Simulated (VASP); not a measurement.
# NaMg2Si2 (Cmmm) in VASP: notebook

NaMg2Si2 is run at these levels: PBE; tasks: single point, relaxation of cell and atoms.

Program: VASP 6.6.1. These are calculated values, not measurements. Logs are shortened: lines on timing, memory, paths and dates and some standing lists are left out, and cuts for length are marked.

**1. The cell of the first run**

The structure is orthorhombic, space group Cmmm (No. 65). Conventional cell: a = 5.510 Å, b = 10.550 Å, c = 5.785 Å, α = 90.00°, β = 90.00°, γ = 90.00°. Within 4.0 Å of Na (site symmetry mmm) lie 6 Si at 2.89 to 3.99 Å and 4 Mg at 3.92 Å. Mg (site symmetry m2m) has 2 Si at 2.63 to 2.64 Å and 2 Mg at 2.75 Å within 3.5 Å. Within 3.5 Å of Si (site symmetry mmm) lie 2 Mg at 2.64 Å and 2 Si at 2.75 Å and 2 Na at 2.89 Å. Within 3.5 Å of Si (site symmetry mmm) lie 2 Mg at 2.63 Å and 2 Si at 2.75 Å.

The cell was built from a structure type or drawn by symmetry, and may not be a known phase.

**2. Single point, PBE**

Contents of INCAR:

```
SYSTEM = NaMg2Si2
PREC     = Accurate       ! precision mode
ENCUT    = 520            ! plane-wave cutoff, eV
EDIFF    = 1E-7           ! SCF threshold, eV
ISMEAR   = 0              ! smearing method
SIGMA    = 0.1            ! smearing width, eV
LREAL    = .False.        ! projectors in reciprocal space
LASPH    = .True.         ! aspherical terms in the spheres
NELM     = 100            ! most SCF steps
ALGO     = Fast           ! electronic algorithm
ISIF     = 2              ! what is computed and relaxed
LWAVE    = .False.        ! write WAVECAR
LCHARG   = .True.         ! write CHGCAR
GGA      = PE             ! functional
LELF     = .True.         ! ELF
LVHAR    = .True.       
NBANDS   = 18             ! bands
```

Contents of KPOINTS:

```
Automatic mesh
0
Gamma
  4 4 4
  0 0 0
```

Contents of POSCAR:

```
NaMg2Si2
1.0
    2.7549236776     -5.2750588103      0.0000000000
    2.7549236776      5.2750588103      0.0000000000
    0.0000000000      0.0000000000      5.7845582477
Na Mg Si
1 2 2
Direct
    0.5000000000      0.5000000000      0.5000000000
    0.7505793890      0.2494206110      0.0000000000
    0.2494206110      0.7505793890      0.0000000000
    0.5000000000      0.5000000000      0.0000000000
    0.0000000000      0.0000000000      0.0000000000
```

Potentials or basis: VASP PAW PBE potentials, release 64 (Na_pv, Mg, Si).

The run is started by

```console
$ cat potpaw_PBE.64/Na_pv/POTCAR potpaw_PBE.64/Mg/POTCAR potpaw_PBE.64/Si/POTCAR > POTCAR
$ mpirun -np 1 vasp_std > vasp.out
```

OUTCAR:

```text
SYSTEM = NaMg2Si2
   PREC = Accurate
   ENCUT = 520
   EDIFF = 1E-7
   ISMEAR = 0
   LREAL = .False.
   LASPH = .True.
   NELM = 100
   ISIF = 2
   GGA = PE

 ion  position               nearest neighbor table
   1  0.500  0.500  0.500-   4 2.89   4 2.89
   2  0.751  0.249  0.000-   5 2.63   4 2.64   3 2.75   3 2.75
   3  0.249  0.751  0.000-   5 2.63   4 2.64   2 2.75   2 2.75
   4  0.500  0.500  0.000-   2 2.64   3 2.64   5 2.75   5 2.75   1 2.89   1 2.89
   5  0.000  0.000  0.000-   2 2.63   3 2.63   4 2.75   4 2.75

  LATTYP: Found a base centered orthorhombic cell.
 ALAT       =     5.5098473552
 B/A-ratio  =     1.9147749367
 C/A-ratio  =     1.0498581675

  Lattice vectors:

 A1 = (   2.7549236776,  -5.2750588103,   0.0000000000)
 A2 = (   2.7549236776,   5.2750588103,   0.0000000000)
 A3 = (   0.0000000000,   0.0000000000,   5.7845582477)

Analysis of symmetry for initial positions (statically):
=====================================================================
 Subroutine PRICEL returns:
 Original cell was already a primitive cell.

 Routine SETGRP: Setting up the symmetry group for a
 base centered orthorhombic supercell.

 Subroutine GETGRP returns: Found  8 space group operations
 (whereof  8 operations were pure point group operations)
 out of a pool of  8 trial point group operations.

The static configuration has the point symmetry D_2h.

Analysis of symmetry for dynamics (positions and initial velocities):
=====================================================================
 Subroutine PRICEL returns:
 Original cell was already a primitive cell.

 Routine SETGRP: Setting up the symmetry group for a
 base centered orthorhombic supercell.

 Subroutine GETGRP returns: Found  8 space group operations
 (whereof  8 operations were pure point group operations)
 out of a pool of  8 trial point group operations.

The dynamic configuration has the point symmetry D_2h.

 Subroutine INISYM returns: Found  8 space group operations
 (whereof  8 operations are pure point group operations),
 and found     1 'primitive' translations

----------------------------------------------------------------------------------------

                                     Primitive cell

  volume of cell :     168.1268

  direct lattice vectors                    reciprocal lattice vectors
     2.754923678 -5.275058810  0.000000000     0.181493231 -0.094785673  0.000000000
     2.754923678  5.275058810  0.000000000     0.181493231  0.094785673  0.000000000
     0.000000000  0.000000000  5.784558248     0.000000000  0.000000000  0.172874048

  length of vectors
     5.951121736  5.951121736  5.784558248     0.204753796  0.204753796  0.172874048

  position of ions in fractional coordinates (direct lattice)
     0.500000000  0.500000000  0.500000000
     0.750579389  0.249420611  0.000000000
     0.249420611  0.750579389  0.000000000
     0.500000000  0.500000000  0.000000000
     0.000000000  0.000000000  0.000000000

  ion indices of the primitive-cell ions
   primitive index   ion index
                 1           1
                 2           2
                 3           3
                 4           4
                 5           5

----------------------------------------------------------------------------------------

 KPOINTS: Automatic mesh

Automatic generation of k-mesh.
 Grid dimensions read from file:
 generate k-points for:    4    4    4

 Generating k-lattice:

  Cartesian coordinates                     Fractional coordinates (reciprocal lattice)
     0.045373308 -0.023696418  0.000000000     0.250000000  0.000000000  0.000000000
     0.045373308  0.023696418  0.000000000     0.000000000  0.250000000  0.000000000
     0.000000000  0.000000000  0.043218512     0.000000000  0.000000000  0.250000000

  Length of vectors
     0.051188449  0.051188449  0.043218512

  Shift w.r.t. Gamma in fractional coordinates (k-lattice)
     0.000000000  0.000000000  0.000000000

 Subroutine IBZKPT returns following result:
 ===========================================

 Found     21 irreducible k-points:

 Following reciprocal coordinates:
            Coordinates               Weight
  0.000000  0.000000  0.000000      1.000000
  0.250000 -0.000000  0.000000      4.000000
  0.500000 -0.000000  0.000000      2.000000
  0.250000  0.250000  0.000000      2.000000
  0.500000  0.250000  0.000000      4.000000
 -0.250000  0.250000  0.000000      2.000000
[... 13 lines left out ...]
 -0.250000  0.250000  0.500000      2.000000
  0.500000  0.500000  0.500000      1.000000
   k-points           NKPTS =     21   k-points in BZ     NKDIM =     21   number of bands    NBANDS=     18
   number of dos      NEDOS =    301   number of ions     NIONS =      5
   total plane-waves  NPLWV = 110592
   dimension x,y,z NGX =    48 NGY =   48 NGZ =   48
   dimension x,y,z NGXF=    96 NGYF=   96 NGZF=   96
   ions per type =               1   2   2
   NGX,Y,Z   is equivalent  to a cutoff of  13.41, 13.41, 13.80 a.u.
   NGXF,Y,Z  is equivalent  to a cutoff of  26.82, 26.82, 27.59 a.u.
 SYSTEM =  NaMg2Si2
   PREC   = accura    normal or accurate (medium, high low for compatibility)
   ISTART =      0    job   : 0-new  1-cont  2-samecut
   ICHARG =      2    charge: 1-file 2-atom 10-const
   ISPIN  =      1    spin polarized calculation?
   LNONCOLLINEAR =      F non collinear calculations
   LSORBIT =      F    spin-orbit coupling
   LASPH  =      T    aspherical Exc in radial PAW
   ENCUT  =  520.0 eV  38.22 Ry    6.18 a.u.  11.07 11.07 10.76*2*pi/ulx,y,z
   NELM   =    100;   NELMIN=  2; NELMDL= -5     # of ELM steps
   EDIFF  = 0.1E-06   stopping-criterion for ELM
   LREAL  =      F    real-space projection
   EDIFFG = 0.1E-05   stopping-criterion for IOM
   NSW    =      0    number of steps for IOM
   IBRION =     -1    ionic relax: 0-MD 1-quasi-New 2-CG
   NFREE  =      0    steps in history (QN), initial steepest desc. (CG)
   ISIF   =      2    stress and relaxation
   ISYM   =      2    0-nonsym 1-usesym 2-fastsym
   POTIM  = 0.5000    time-step for ionic-motion
   TEBEG  =    0.0;   TEEND  =   0.0 temperature during run
   PSTRESS=    0.0 pullay stress
   NELECT =      19.0000    total number of electrons
   NUPDOWN=      -1.0000    fix difference up-down
   EMIN   =  10.00;   EMAX   =-10.00  energy-range for DOS
   EFERMI =   0.00;   METHOD = LEGACY
   ISMEAR =     0;   SIGMA  =   0.10  broadening in eV -4-tet -1-fermi 0-gaus
   EFERMI_NEDOS =   21; number of points for ismear=-14 and -15
   IALGO  =     68    algorithm
   IMIX   =      4    mixing-type and parameters
     AMIX     =   0.40;   BMIX     =  1.00
     AMIX_MAG =   1.60;   BMIX_MAG =  1.00
  volume/ion in A,a.u.               =      33.63       226.92
  Fermi-wavevector in a.u.,A,eV,Ry     =   0.791493  1.495705  8.523519  0.626461
  Thomas-Fermi vector in A             =   1.897044
   LORBIT       =      0    0 simple, 1 ext, 2 COOP (PROOUT), +10 PAW based schemes
   GGA     = PE    functional components
   LHFCALC =     F    Hartree Fock is set to
   AEXX    =    0.0000 exact exchange contribution
   IVDW    =     0    specifies the selected vdW correction
   LEPSILON=     F    determine dielectric tensor
   LRPA    =     F    only Hartree local field effects (RPA)
 non-spin polarized calculation
 RMM-DIIS sequential band-by-band and
 Gauss-broadening in eV      SIGMA  =   0.10
  energy-cutoff  :      520.00
  volume of cell :      168.13
 maximum number of plane-waves:      4580
 NGX is ok and might be reduce to    48
   NGX = 23   NGY = 23   NGZ = 21

 number of electron      19.0000000 magnetization

 Free energy of the ion-electron system (eV)
  ---------------------------------------------------
  ext. energy  EPLUGINS =         0.00000000
  ---------------------------------------------------
  free energy    TOTEN  =       -12.43496465 eV

  energy without entropy =      -12.42542415  energy(sigma->0) =      -12.43019440

 E-fermi :   1.3172     XC(G=0):  -6.9344

 val. band max:        1.1507934651   @ k =  -0.2500   0.2500   0.5000
 cond. band min:       1.3212113646   @ k =   0.5000   0.5000   0.2500
 fundamental gap:      0.1704178996
 Fermi energy:         1.3171894836

 k-point     1 :       0.0000    0.0000    0.0000
  band No.  band energies     occupation
      1     -23.5164      2.00000
      2     -23.4951      2.00000
      3     -23.4527      2.00000
      4      -7.5429      2.00000
      5      -3.4223      2.00000
      6      -1.6396      2.00000
[... 10 lines left out ...]
     17       6.5673      0.00000
     18       6.8662      0.00000

 k-point     2 :       0.2500   -0.0000    0.0000
  band No.  band energies     occupation
      1     -23.5165      2.00000
      2     -23.4952      2.00000
      3     -23.4527      2.00000
      4      -7.2128      2.00000
      5      -4.7577      2.00000
      6      -1.7903      2.00000
[... 10 lines left out ...]
     17       6.2745      0.00000
     18       6.3579      0.00000

 k-point     3 :       0.5000   -0.0000    0.0000
  band No.  band energies     occupation
      1     -23.5165      2.00000
      2     -23.4952      2.00000
      3     -23.4527      2.00000
      4      -6.3122      2.00000
      5      -6.1838      2.00000
      6      -1.7525      2.00000
[... 10 lines left out ...]
     17       4.2782      0.00000
     18       6.1204      0.00000

 k-point     4 :       0.2500    0.2500    0.0000
  band No.  band energies     occupation
      1     -23.5165      2.00000
      2     -23.4952      2.00000
      3     -23.4527      2.00000
      4      -6.3944      2.00000
      5      -6.0790      2.00000
      6      -2.4351      2.00000
[... 312 lines left out ...]
      4      -6.9461      2.00000
      5      -4.8926      2.00000
      6      -3.0081      2.00000
[... 10 lines left out ...]
     17       6.2109      0.00000
     18       6.3510      0.00000

 k-point    20 :      -0.2500    0.2500    0.5000
  band No.  band energies     occupation
      1     -23.5165      2.00000
      2     -23.4951      2.00000
      3     -23.4532      2.00000
      4      -7.3437      2.00000
      5      -3.4921      2.00000
      6      -2.7603      2.00000
[... 10 lines left out ...]
     17       6.6234      0.00000
     18       7.0353      0.00000

 k-point    21 :       0.5000    0.5000    0.5000
  band No.  band energies     occupation
      1     -23.5165      2.00000
      2     -23.4951      2.00000
      3     -23.4532      2.00000
      4      -7.1850      2.00000
      5      -3.5993      2.00000
      6      -3.4996      2.00000
[... 10 lines left out ...]
     17       5.7955      0.00000
     18       6.0521      0.00000

------------------------ aborting loop because EDIFF is reached ----------------------------------------

  FORCE on cell =-STRESS in cart. coord.  units (eV):
  Direction    XX          YY          ZZ          XY          YZ          ZX
  --------------------------------------------------------------------------------------
  -------------------------------------------------------------------------------------
  Total        0.0090101     -0.0348964     -0.0321509      0.0000000      0.0000000      0.0000000
  in kB        0.0858626     -0.3325476     -0.3063845      0.0000000      0.0000000      0.0000000
  external PRESSURE =      -0.1843565 kB  Pullay stress =       0.0000000 kB

 VOLUME and BASIS-vectors are now :
 -----------------------------------------------------------------------------
  energy-cutoff  :      520.00
  volume of cell :      168.13
      direct lattice vectors                 reciprocal lattice vectors
     2.754923678 -5.275058810  0.000000000     0.181493231 -0.094785673  0.000000000
     2.754923678  5.275058810  0.000000000     0.181493231  0.094785673  0.000000000
     0.000000000  0.000000000  5.784558248     0.000000000  0.000000000  0.172874048

 POSITION                                       TOTAL-FORCE (eV/Angst)
 -----------------------------------------------------------------------------------
      2.75492      0.00000      2.89228         0.000000      0.000000     -0.000000
      2.75492     -2.64364      0.00000         0.000000      0.003696     -0.000000
      2.75492      2.64364      0.00000         0.000000     -0.003696      0.000000
      2.75492      0.00000      0.00000         0.000000      0.000000     -0.000000
      0.00000      0.00000      0.00000         0.000000     -0.000000     -0.000000
 -----------------------------------------------------------------------------------
    total drift:                               -0.000000     -0.000000     -0.000000

  FREE ENERGIE OF THE ION-ELECTRON SYSTEM (eV)
  ---------------------------------------------------
  free  energy   TOTEN  =       -12.4349646476 eV

  energy  without entropy=      -12.4254241540  energy(sigma->0) =      -12.43019440
```

Wall time 1.8 min (1 thread of Intel Xeon Platinum 8375C at 2.90GHz (Ice Lake), shared host); peak memory 0.34 GiB.

What came out:

```
Free energy            : -12.4350 eV
Pressure               : 0.0 GPa
Largest force          : 0.004 eV/Å
Band gap on the k mesh : zero (an odd number of electrons rules out a gap without spin polarisation)
```

Forces on the atoms (eV/Å):
```
Na   0.000  0.000  0.000
Mg   0.000  0.004  0.000
Mg   0.000 -0.004  0.000
Si   0.000  0.000  0.000
Si   0.000  0.000  0.000
```

Levels at points of the mesh, in eV from the Fermi level:
```
           k point  band 7  band 8  band 9  band 10  band 11  band 12
(0.00, 0.00, 0.00)   -2.68   -1.97   -1.91    -0.76     0.10     1.04
(0.50, 0.00, 0.00)   -3.00   -0.93   -0.46     1.10     1.23     1.62
(0.50, 0.50, 0.00)   -3.27   -1.54    0.47     0.90     1.42     1.86
(0.00, 0.00, 0.50)   -2.87   -2.63   -1.64    -0.68     0.22     1.23
(0.50, 0.00, 0.50)   -2.89   -1.75   -1.18     1.45     1.48     1.51
(0.50, 0.50, 0.50)   -3.23   -2.27   -0.48     0.50     0.91     2.17
```

**3. Relaxation of cell and atoms, PBE**

This run uses another cell than the first one, of 17.36 Å³/atom.

Contents of INCAR:

```
SYSTEM = NaMg2Si2
  ALGO = Normal
  EDIFF = 1E-6
  EDIFFG = -0.04
  ENCUT = 600
  GGA = PE
  IBRION = 2
  ISIF = 3
  ISMEAR = 0
  LASPH = .TRUE.
  LCHARG = .FALSE.
  LREAL = .FALSE.
  LWAVE = .FALSE.
  NELM = 80
  NSW = 90
  PREC = Accurate
  SIGMA = 0.1
```

Contents of KPOINTS:

```
k-points
0
G
  4 4 4
  0 0 0
```

Contents of POSCAR:

```
NaMg2Si2
1.0
    2.4571529900     -3.8653000300      0.0000000000
    2.4571529900      3.8653000300      0.0000000000
    0.0000000000      0.0000000000      4.5683476500
Na Mg Si
1 2 2
Direct
    0.5000000000      0.5000000000      0.5000000000
    0.7413228200      0.2586771800      0.0000000000
    0.2586771800      0.7413228200      0.0000000000
    0.5000000000      0.5000000000      0.0000000000
    0.0000000000      0.0000000000      0.0000000000
```

Potentials or basis: VASP PAW PBE potentials, release 64 (Na_pv, Mg, Si).

The run is started by

```console
$ cat potpaw_PBE.64/Na_pv/POTCAR potpaw_PBE.64/Mg/POTCAR potpaw_PBE.64/Si/POTCAR > POTCAR
$ mpirun -np 1 vasp_std > vasp.out
```

Run time: 4.1 min. Hardware: 1 thread of Intel Xeon Platinum 8375C at 2.90GHz (Ice Lake), shared host; peak memory 0.26 GiB.

Results (log left out):

```
Free energy                           : -12.4204 eV
Relaxed volume                        : 33.69 Å³/atom
Relaxed cell                          : a = 5.952 Å, b = 5.952 Å, c = 5.803 Å, α = 90.00°, β = 90.00°, γ = 124.95°
Space group after relaxing (to 0.1 Å) : Cmmm (No. 65)
Energy gained by relaxing             : 2192.4 meV/atom
Ionic steps                           : 16
Pressure after relaxing               : 0.0 GPa
Band gap on the k mesh                : zero (an odd number of electrons rules out a gap without spin polarisation)
```

Forces in eV/Å, atoms in the order of the input:
```
Na   0.000  0.000  0.000
Mg   0.000  0.003  0.000
Mg   0.000 -0.003  0.000
Si   0.000  0.000  0.000
Si   0.000  0.000  0.000
```

Stress tensor (GPa, compression positive):
```
 0.14  0.00  0.00
 0.00 -0.12  0.00
 0.00  0.00 -0.15
```

The path:
```csv
step,energy change (eV),largest force (eV/Å),pressure (GPa),volume (Å³)
1,0.0000,4.4946,62.13,86.78
2,-9.5817,0.6184,-1.58,188.50
3,-10.2553,0.2852,5.45,133.71
4,-10.3039,0.1695,1.20,151.73
5,-10.3542,0.0307,2.88,143.10
6,-10.3511,0.0627,3.18,141.85
7,-10.7344,0.1761,1.09,153.50
8,-10.8656,0.2638,-0.03,164.09
9,-10.8872,0.3279,-0.41,169.38
10,-10.8890,0.3582,-0.56,171.72
11,-10.9159,0.3849,-0.08,168.95
12,-10.9227,0.3927,0.39,166.73
13,-10.9415,0.2671,0.35,166.70
14,-10.9568,0.0010,0.36,166.64
15,-10.9617,0.0033,-0.14,168.87
16,-10.9619,0.0029,-0.04,168.46
```

Final structure:
```
Na Mg Si
1.0
     2.75035   -5.27791    0.00000
     2.75035    5.27791    0.00000
     0.00000    0.00000    5.80260
Na Mg Si
1 2 2
Direct
  0.50000 0.50000 0.50000
  0.75055 0.24945 0.00000
  0.24945 0.75055 0.00000
  0.50000 0.50000 0.00000
  0.00000 0.00000 0.00000
```

Levels at points of the mesh, in eV from the Fermi level:
```
           k point  band 7  band 8  band 9  band 10  band 11  band 12
(0.00, 0.00, 0.00)   -2.69   -1.98   -1.92    -0.75     0.11     1.02
(0.50, 0.00, 0.00)   -3.00   -0.94   -0.47     1.09     1.22     1.64
(0.50, 0.50, 0.00)   -3.27   -1.56    0.48     0.88     1.43     1.83
(0.00, 0.00, 0.50)   -2.87   -2.64   -1.66    -0.67     0.22     1.25
(0.50, 0.00, 0.50)   -2.90   -1.75   -1.18     1.44     1.48     1.51
(0.50, 0.50, 0.50)   -3.23   -2.28   -0.48     0.51     0.93     2.16
```

Caveat: the k points lie up to 0.32 Å⁻¹ apart in the final cell, too coarse for converged energies and pressures of a metal; the volume moved by over 15 % at a fixed basis, so the end points are rough.
